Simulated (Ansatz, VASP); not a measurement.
**One calculation of YbHRh3, two programs**

File INCAR:

```
ALGO = Normal
EDIFF = 1E-7
ENCUT = 520
GGA = PE
ISIF = 2
ISMEAR = 0
ISPIN = 2
LASPH = True
LCHARG = True
LELF = True
LMAXMIX = 6
LORBIT = 11
LREAL = False
LVHAR = True
LWAVE = False
MAGMOM = 1 0 1 1 1
NBANDS = 47
NELM = 150
PREC = Accurate
SIGMA = 0.1
```

KPOINTS

```
k-points
0
Gamma
  4 4 4
```

POSCAR

```
YbHRh3
1.0
    4.8685569766      0.0000000000      0.0000000000
    0.0000000000      4.8685569766      0.0000000000
    0.0000000000      0.0000000000      4.8685569766
Yb H Rh
1 1 3
Direct
    0.0000000000      0.0000000000      0.0000000000
    0.5000000000      0.5000000000      0.5000000000
    0.5000000000      0.0000000000      0.0000000000
    0.0000000000      0.5000000000      0.0000000000
    0.0000000000      0.0000000000      0.5000000000
```

Input for Ansatz:

```yaml
crystal:
  lattice:
    - [4.8685569766, 0.0, 0.0]
    - [0.0, 4.8685569766, 0.0]
    - [0.0, 0.0, 4.8685569766]
  atoms:
    - { symbol: Yb, position: [0.0, 0.0, 0.0], spin: 1.0 }
    - { symbol: H, position: [0.5, 0.5, 0.5] }
    - { symbol: Rh, position: [0.5, 0.0, 0.0], spin: 1.0 }
    - { symbol: Rh, position: [0.0, 0.5, 0.0], spin: 1.0 }
    - { symbol: Rh, position: [0.0, 0.0, 0.5], spin: 1.0 }
basis:
  ecutwfc: 420
kpoints:
  mp_grid: { grid: [4, 4, 4] }
hamiltonian:
  xc: pbe
scf:
  occupations: { method: gaussian, width: 0.1 }
  lower_state_search: "off"
output:
  forces: true
  stress: true
  eigenvalues: true
  populations: true
magnetization:
  spin_polarized: true
```

Alike in both runs: task single point; functional PBE; k mesh 4 × 4 × 4; occupations gaussian, width 0.1 eV; collinear spin.

|  | VASP | Ansatz |
| --- | --- | --- |
| version | VASP 6.6.1 | Ansatz 0.2.0 |
| potentials or method | VASP PAW PBE potentials, release 64 (Yb, H, Rh_pv), cutoff 520 eV | scalar-relativistic, plane waves, PAW |
| valence electrons in the cell | 70 | 76 |

```csv
,VASP,Ansatz,Ansatz less VASP
gap on the k mesh at the Fermi level (eV),none,none,-
pressure (GPa),1.9,1.5,-0.42
net moment per atom (μB),0.74,0.74,-0.001
size of the moment on the site where the two differ most (μB),0.21,0.48,+0.267
```

Site moments also hang on the region over which each program counts them. A gap of «none» marks a metal or a gap that the smearing closes. With one functional, cell and mesh, what is left measures potentials, basis and numerics. VASP's potentials hold 70 valence electrons a cell and Ansatz's 76, so a difference there can come from the potentials and not from the codes.

Spin-orbit coupling is off throughout.
